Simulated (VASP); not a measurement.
# ZnS (P6_3mc) in VASP: further runs, part 2 of 2

VASP 6.6.1. The steps go on from the part before.

## (4) Single point, PBE (volume 21.778 Å^3 an atom, c/a of the conventional cell 3.0803)

The input, INCAR:

```
PREC = Accurate
ENCUT = 520
EDIFF = 1E-7
ISMEAR = 0
SIGMA = 0.05
LREAL = False
LASPH = True
NELM = 60
ALGO = Normal
ISIF = 2
LWAVE = False
LCHARG = False
GGA = PE
NBANDS = 46
```

The input, KPOINTS:

```
regular mesh
0
Gamma
  9 9 4
```

The input, POSCAR:

```
ZnS
1.0
    4.0271219171      0.0000000000      0.0000000000
   -2.0135609585      3.4875898844      0.0000000000
    0.0000000000      0.0000000000     12.4047436412
Zn S
4 4
Direct
    0.0000000000      0.0000000000      0.0000492057
    0.0000000000      0.0000000000      0.5000492057
    0.3333333333      0.6666666667      0.2500242903
    0.6666666667      0.3333333333      0.7500242903
    0.0000000000      0.0000000000      0.1872905901
    0.0000000000      0.0000000000      0.6872905901
    0.3333333333      0.6666666667      0.4376359138
    0.6666666667      0.3333333333      0.9376359138
```

Potentials or basis: VASP PAW PBE potentials, release 64 (Zn, S).

The run is started by

```console
> cat potpaw_PBE.64/Zn/POTCAR potpaw_PBE.64/S/POTCAR > POTCAR
> mpirun -np 1 vasp_std > vasp.out
```

OUTCAR:

```text
PREC = Accurate
   ENCUT = 520
   EDIFF = 1E-7
   ISMEAR = 0
   LREAL = False
   LASPH = True
   NELM = 60
   ISIF = 2
   GGA = PE

 ion  position               nearest neighbor table
   1  0.000  0.000  0.000-   5 2.32   8 2.45   8 2.45   8 2.45
   2  0.000  0.000  0.500-   6 2.32   7 2.45   7 2.45   7 2.45
   3  0.333  0.667  0.250-   7 2.33   5 2.45   5 2.45   5 2.45
   4  0.667  0.333  0.750-   8 2.33   6 2.45   6 2.45   6 2.45
[... 1394 lines left out ...]
  -------------------------------------------------------------------------------------
  Total       -6.6247607     -6.6247607      0.2573452     -0.0000000      0.0000000      0.0000000
  in kB      -60.9218103    -60.9218103      2.3665663     -0.0000000      0.0000000      0.0000000
  external PRESSURE =     -39.8256848 kB  Pullay stress =       0.0000000 kB

 VOLUME and BASIS-vectors are now :
 -----------------------------------------------------------------------------
  energy-cutoff  :      520.00
  volume of cell :      174.22
      direct lattice vectors                 reciprocal lattice vectors
     4.027121917  0.000000000  0.000000000     0.248316296  0.143365481  0.000000000
    -2.013560958  3.487589884  0.000000000     0.000000000  0.286730961  0.000000000
     0.000000000  0.000000000 12.404743641     0.000000000  0.000000000  0.080614322

 POSITION                                       TOTAL-FORCE (eV/Angst)
 -----------------------------------------------------------------------------------
      0.00000      0.00000      0.00061         0.000000      0.000000     -0.283005
      0.00000      0.00000      6.20298         0.000000      0.000000     -0.283005
     -0.00000      2.32506      3.10149        -0.000000      0.000000     -0.266237
      2.01356      1.16253      9.30386         0.000000     -0.000000     -0.266237
      0.00000      0.00000      2.32329         0.000000     -0.000000      0.269301
      0.00000      0.00000      8.52566        -0.000000      0.000000      0.269301
     -0.00000      2.32506      5.42876         0.000000      0.000000      0.279942
      2.01356      1.16253     11.63113         0.000000      0.000000      0.279942
 -----------------------------------------------------------------------------------
    total drift:                               -0.000002     -0.000003      0.000893

  FREE ENERGIE OF THE ION-ELECTRON SYSTEM (eV)
  ---------------------------------------------------
  free  energy   TOTEN  =       -27.0853361075 eV

  energy  without entropy=      -27.0853361075  energy(sigma->0) =      -27.08533611
```

OSZICAR:

```text
N       E                     dE             d eps       ncg     rms          rms(c)
DAV:   1     0.574335197641E+03    0.57434E+03   -0.33033E+04  3312   0.182E+03
DAV:   2     0.496789711289E+02   -0.52466E+03   -0.50481E+03  3328   0.421E+02
DAV:   3    -0.251989459878E+02   -0.74878E+02   -0.73744E+02  3678   0.148E+02
DAV:   4    -0.287929401468E+02   -0.35940E+01   -0.35776E+01  4010   0.324E+01
DAV:   5    -0.288496451490E+02   -0.56705E-01   -0.56675E-01  3920   0.409E+00    0.118E+01
DAV:   6    -0.270502468032E+02    0.17994E+01   -0.36873E+00  5118   0.397E+01    0.933E+00
DAV:   7    -0.271201521580E+02   -0.69905E-01   -0.35764E+00  3730   0.751E+00    0.397E+00
DAV:   8    -0.270830762875E+02    0.37076E-01   -0.26249E-01  4218   0.469E+00    0.102E+00
DAV:   9    -0.270842764528E+02   -0.12002E-02   -0.41080E-02  4260   0.275E+00    0.331E-01
DAV:  10    -0.270847474721E+02   -0.47102E-03   -0.36293E-03  4224   0.643E-01    0.182E-01
DAV:  11    -0.270852471834E+02   -0.49971E-03   -0.66004E-04  3838   0.341E-01    0.954E-02
DAV:  12    -0.270853282072E+02   -0.81024E-04   -0.31337E-04  3772   0.328E-01    0.293E-02
DAV:  13    -0.270853289619E+02   -0.75477E-06   -0.47655E-05  3926   0.868E-02    0.180E-02
DAV:  14    -0.270853354060E+02   -0.64441E-05   -0.15480E-05  3672   0.259E-02    0.404E-03
DAV:  15    -0.270853360220E+02   -0.61603E-06   -0.16464E-06  4178   0.191E-02    0.351E-03
DAV:  16    -0.270853361075E+02   -0.85489E-07   -0.90181E-07  3678   0.116E-02
   1 F= -.27085336E+02 E0= -.27085336E+02  d E =-.234678E-14
```

stdout:

```text
POSCAR found type information on POSCAR ZnS
 POSCAR found :  2 types and       8 ions
 scaLAPACK will be used
 LDA part: xc-table for (Slater+PW92), standard interpolation
 POSCAR, INCAR and KPOINTS ok, starting setup
 FFT: planning ... GRIDC
 FFT: planning ... GRID_SOFT
 FFT: planning ... GRID
 WAVECAR not read
 entering main loop
```

Wall time 6.1 min (1 thread of Intel Xeon 6975P-C, shared host); peak memory 0.41 GiB.

What came out:

| Item | Value |
| --- | --- |
| Free energy | -27.0853 eV |
| Pressure | -4.0 GPa |
| Largest force | 0.283 eV/Å |
| Band gap on the k mesh | 1.67 eV, direct |

Forces on the atoms (eV/Å):
```
Zn   0.000  0.000 -0.283
Zn   0.000  0.000 -0.283
Zn   0.000  0.000 -0.266
Zn   0.000  0.000 -0.266
S    0.000  0.000  0.269
S    0.000  0.000  0.269
S    0.000  0.000  0.280
S    0.000  0.000  0.280
```

Levels at points of the mesh, in eV from the valence-band top:
| k point | band 34 | band 35 | band 36 | band 37 | band 38 | band 39 |
| --- | --- | --- | --- | --- | --- | --- |
| (0.00, 0.00, 0.00) | -0.09 | -0.09 | 0.00 | 1.67 | 2.62 | 2.86 |
| (0.00, 0.00, 0.50) | -0.24 | -0.24 | -0.24 | 2.50 | 2.50 | 2.78 |

 A k mesh can miss the band edges.

## (5) Overview

| cell | gap on the mesh (eV) | pressure (GPa) | largest force (eV/Å) |
| --- | --- | --- | --- |
| a = 3.666, b = 3.666, c = 12.750 Å, angles 90.0, 90.0, 120.0°, 8 atoms | 2.23 | 7.7 | 0.49 |
| a = 3.868, b = 3.868, c = 13.450 Å, angles 90.0, 90.0, 120.0°, 8 atoms | 1.61 | -4.0 | 0.11 |
| a = 4.027, b = 4.027, c = 12.405 Å, angles 90.0, 90.0, 120.0°, 8 atoms | 1.67 | -4.0 | 0.28 |

Alike in all rows: task single point; level PBE; potentials or basis VASP PAW PBE potentials, release 64 (Zn, S); no spin polarisation; k mesh 9 × 9 × 4; cutoff (eV) 520; smearing gaussian 0.05 eV.

Total energies depend on the potentials used, so only differences within one code and one set of settings carry meaning.
